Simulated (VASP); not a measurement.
# Cr (Im-3m) in VASP: further runs, part 2 of 2

VASP 6.6.1.

### 6 Relaxation of cell and atoms, LDA

INCAR

```
ALGO = Fast ; EDIFF = 1E-7
EDIFFG = -0.005 ; ENCUT = 600
IBRION = 2 ; ISIF = 3
ISMEAR = 0 ; LASPH = T
LCHARG = F ; LREAL = F
LWAVE = F ; NELM = 80
NSW = 100 ; PREC = Accurate
SIGMA = 0.1
```

KPOINTS

```
k-points
0
Gamma
  20 20 20
```

POSCAR

```
Cr
1.0
   -1.3950595363      1.3950595363      1.3950595363
    1.3950595363     -1.3950595363      1.3950595363
    1.3950595363      1.3950595363     -1.3950595363
Cr
1
Direct
    0.0000000000      0.0000000000      0.0000000000
```

Potentials or basis: VASP PAW LDA potentials, release 64 (Cr_pv).

Launch:

```
cat potpaw_LDA.64/Cr_pv/POTCAR > POTCAR
mpirun -np 1 vasp_std > vasp.out
```

OUTCAR:

```text
EDIFF = 1E-7
   EDIFFG = -0.005
   ENCUT = 600
   IBRION = 2
   ISIF = 3
   ISMEAR = 0
   LASPH = T
   LREAL = F
   NELM = 80
   NSW = 100
   PREC = Accurate

 ion  position               nearest neighbor table
   1  0.000  0.000  0.000-

  LATTYP: Found a body centered cubic cell.
 ALAT       =     2.7901190726

  Lattice vectors:

 A1 = (  -1.3950595363,   1.3950595363,   1.3950595363)
 A2 = (   1.3950595363,  -1.3950595363,   1.3950595363)
 A3 = (   1.3950595363,   1.3950595363,  -1.3950595363)

Analysis of symmetry for initial positions (statically):
=====================================================================
 Subroutine PRICEL returns:
 Original cell was already a primitive cell.

 Routine SETGRP: Setting up the symmetry group for a
 body centered cubic supercell.

 Subroutine GETGRP returns: Found 48 space group operations
 (whereof 48 operations were pure point group operations)
 out of a pool of 48 trial point group operations.

The static configuration has the point symmetry O_h .

Analysis of symmetry for dynamics (positions and initial velocities):
=====================================================================
 Subroutine PRICEL returns:
 Original cell was already a primitive cell.

 Routine SETGRP: Setting up the symmetry group for a
 body centered cubic supercell.

 Subroutine GETGRP returns: Found 48 space group operations
 (whereof 48 operations were pure point group operations)
 out of a pool of 48 trial point group operations.

The dynamic configuration has the point symmetry O_h .

 Subroutine INISYM returns: Found 48 space group operations
 (whereof 48 operations are pure point group operations),
 and found     1 'primitive' translations

----------------------------------------------------------------------------------------

                                     Primitive cell

  volume of cell :      10.8602

  direct lattice vectors                    reciprocal lattice vectors
    -1.395059536  1.395059536  1.395059536     0.000000000  0.358407643  0.358407643
[... 127 lines left out ...]

 Free energy of the ion-electron system (eV)
  ---------------------------------------------------
  ext. energy  EPLUGINS =         0.00000000
  ---------------------------------------------------
  free energy    TOTEN  =       -10.63207139 eV

  energy without entropy =      -10.62871105  energy(sigma->0) =      -10.63039122

------------------------ aborting loop because EDIFF is reached ----------------------------------------

  FORCE on cell =-STRESS in cart. coord.  units (eV):
  Direction    XX          YY          ZZ          XY          YZ          ZX
  --------------------------------------------------------------------------------------
  -------------------------------------------------------------------------------------
  Total       -0.0379702     -0.0379702     -0.0379702     -0.0000000     -0.0000000      0.0000000
  in kB       -5.6016437     -5.6016437     -5.6016437     -0.0000000     -0.0000000      0.0000000
  external PRESSURE =      -5.6016437 kB  Pullay stress =       0.0000000 kB
[... 57 lines left out ...]
--------------------------------------- Ionic step        3  -------------------------------------------

 number of electron      12.0000008 magnetization

 Free energy of the ion-electron system (eV)
  ---------------------------------------------------
  ext. energy  EPLUGINS =         0.00000000
  ---------------------------------------------------
  free energy    TOTEN  =       -10.63210828 eV

  energy without entropy =      -10.62874620  energy(sigma->0) =      -10.63042724

 E-fermi :  11.7464     XC(G=0): -14.3783

 val. band max:       11.7365841773   @ k =   0.1000   0.0500   0.0500
 cond. band min:      11.7665150937   @ k =   0.1500   0.0500   0.0000
 fundamental gap:      0.0299309164
 Fermi energy:        11.7463671092

 k-point     1 :       0.0000    0.0000    0.0000
  band No.  band energies     occupation
      1     -30.5147      2.00000
      2     -30.5147      2.00000
      3     -30.5147      2.00000
      4       3.7280      2.00000
      5      10.7233      2.00000
      6      10.7233      2.00000
      7      10.7233      2.00000
      8      12.9023      0.00000
      9      12.9023      0.00000
     10      17.1141      0.00000
[... 287 lines left out ...]
 k-point    24 :       0.2500    0.1000    0.0000
  band No.  band energies     occupation
      1     -31.2935      2.00000
      2     -30.7632      2.00000
      3     -30.5595      2.00000
      4       6.9614      2.00000
      5       9.5741      2.00000
      6      10.2090      2.00000
      7      12.5135      0.00000
      8      13.2266      0.00000
      9      13.6680      0.00000
     10      17.1138      0.00000

 [... further k-points ...]

------------------------ aborting loop because EDIFF is reached ----------------------------------------

  FORCE on cell =-STRESS in cart. coord.  units (eV):
  Direction    XX          YY          ZZ          XY          YZ          ZX
  --------------------------------------------------------------------------------------
  -------------------------------------------------------------------------------------
  Total       -0.0031809     -0.0031809     -0.0031809     -0.0000000     -0.0000000      0.0000000
  in kB       -0.4701300     -0.4701300     -0.4701300     -0.0000000     -0.0000000      0.0000000
  external PRESSURE =      -0.4701300 kB  Pullay stress =       0.0000000 kB
[... 16 lines left out ...]
  FREE ENERGIE OF THE ION-ELECTRON SYSTEM (eV)
  ---------------------------------------------------
  free  energy   TOTEN  =       -10.6321082830 eV

  energy  without entropy=      -10.6287462016  energy(sigma->0) =      -10.63042724

 reached required accuracy - stopping structural energy minimisation
```

Run time: 53 s. Hardware: 1 thread of Intel Xeon Platinum 8259CL at 2.50GHz (Skylake/Cascade Lake), shared host; peak memory 0.15 GiB.

Results:

| Property | Result |
| --- | --- |
| Free energy | -10.6321 eV |
| Relaxed volume | 10.84 Å³/atom |
| Relaxed cell | a = 2.415 Å, b = 2.415 Å, c = 2.415 Å, α = 109.47°, β = 109.47°, γ = 109.47° |
| Space group after relaxing (to 0.05 Å) | Im-3m (No. 229) |
| Energy gained by relaxing | 0.0 meV/atom |
| Ionic steps | 3 |
| Pressure after relaxing | 0.0 GPa |
| Band gap on the k mesh | zero (band 6 reaches 14.43 eV, above the bottom of band 7 at 10.72 eV) |

Final structure:
```
Cr
1.0
    -1.39420    1.39420    1.39420
     1.39420   -1.39420    1.39420
     1.39420    1.39420   -1.39420
Cr
1
Direct
  0.00000 0.00000 0.00000
```

Caveat: the run has no spin polarisation, though such a crystal can be magnetic. Spin polarisation is off, so any magnetic state and its effect on volume and gap are missing.

### 7 Overview

```csv
task,cell,k mesh,cutoff (eV),gap on the mesh (eV),pressure (GPa),relaxed volume (Å³/atom)
single point,"a = 2.416 Å, angles 109.5°, 1 atom",10 × 10 × 10,520,none,0.0,-
relaxation of cell and atoms,"relaxed from a = 2.498 Å, angles 109.5°, 1 atom",10 × 10 × 10,600,none,-0.3,10.87
single point,"a = 2.415 Å, angles 109.5°, 1 atom",20 × 20 × 20,520,none,0.1,-
relaxation of cell and atoms,"relaxed from a = 2.416 Å, angles 109.5°, 1 atom",20 × 20 × 20,600,none,0.0,10.84
```

Alike in all rows: level LDA; potentials or basis VASP PAW LDA potentials, release 64 (Cr_pv); no spin polarisation; smearing gaussian 0.1 eV.

Caveats: the run has no spin polarisation, though such a crystal can be magnetic.

Total energies depend on the potentials used, so only differences within one code and one set of settings carry meaning.
